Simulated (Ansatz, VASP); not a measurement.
## One calculation of Co, two programs

File INCAR:

```
ALGO = Normal
EDIFF = 1E-7
ENCUT = 520
GGA = PE
ISIF = 2
ISMEAR = -1
ISPIN = 2
LASPH = True
LCHARG = False
LMAXMIX = 4
LORBIT = 11
LREAL = False
LWAVE = False
MAGMOM = 1.7 1.7 1.7 1.7
NBANDS = 30
NELM = 150
PREC = Accurate
SIGMA = 0.08
```

Contents of KPOINTS:

```
k-points
0
Gamma
  8 12 7
```

The input POSCAR:

```
Co
1.0
    0.0000000000      0.0000000000      4.0699000000
    2.5074000000      0.0000000000      0.0000000000
    0.0000000000      4.3429441948      0.0000000000
Co
4
Direct
    0.2500000000      1.0000000000      0.3333333334
    0.2500000000      0.5000000000      0.8333333334
    0.7500000000      0.5000000000      0.1666666666
    0.7500000000      0.0000000000      0.6666666666
```

Input for Ansatz:

```yaml
crystal:
  lattice:
    - [0.0, 0.0, 4.0699]
    - [2.5074, 0.0, 0.0]
    - [0.0, 4.3429441948, 0.0]
  atoms:
    - { symbol: Co, position: [0.25, 1.0, 0.3333333334], spin: 1.7 }
    - { symbol: Co, position: [0.25, 0.5, 0.8333333334], spin: 1.7 }
    - { symbol: Co, position: [0.75, 0.5, 0.1666666666], spin: 1.7 }
    - { symbol: Co, position: [0.75, 0.0, 0.6666666666], spin: 1.7 }
magnetization:
  spin_polarized: true
kpoints:
  mp_grid: { grid: [8, 12, 7] }
scf:
  occupations: { method: fermi_dirac, width: 0.08 }
  lower_state_search: "off"
hamiltonian:
  xc: pbe
  pseudopotentials: { kind: all_electron, lapw: { basis_error: 0.001 } }
output:
  forces: true
  stress: true
  eigenvalues: true
  populations: true
```

Alike in both runs: task single point; functional PBE; k mesh 8 × 12 × 7; occupations fermi-dirac, width 0.08 eV; collinear spin.

```csv
,VASP,Ansatz
version,VASP 6.6.1,Ansatz 0.2.0
potentials or method,"VASP PAW PBE potentials, release 64 (Co), cutoff 520 eV","all-electron LAPW, scalar-relativistic"
```

VASP gave:

| Item | Value |
| --- | --- |
| pressure (GPa) | -4.5 |
| traceless stress, the component that is largest in VASP (GPa) | -0.73 |
| net moment per atom (μB) | 1.62 |
| size of the moment on the site where the two differ most (μB) | 1.65 |

**Question.** Which values does Ansatz return?

**Answer.** Pressure (GPa): -4.0; traceless stress, the component that is largest in VASP (GPa): -0.65; net moment per atom (μB): 1.63; size of the moment on the site where the two differ most (μB): 1.69.

Site moments also hang on the region over which each program counts them. Ansatz ran all-electron here, and VASP with PAW potentials. Ansatz's warnings: stability check not made.
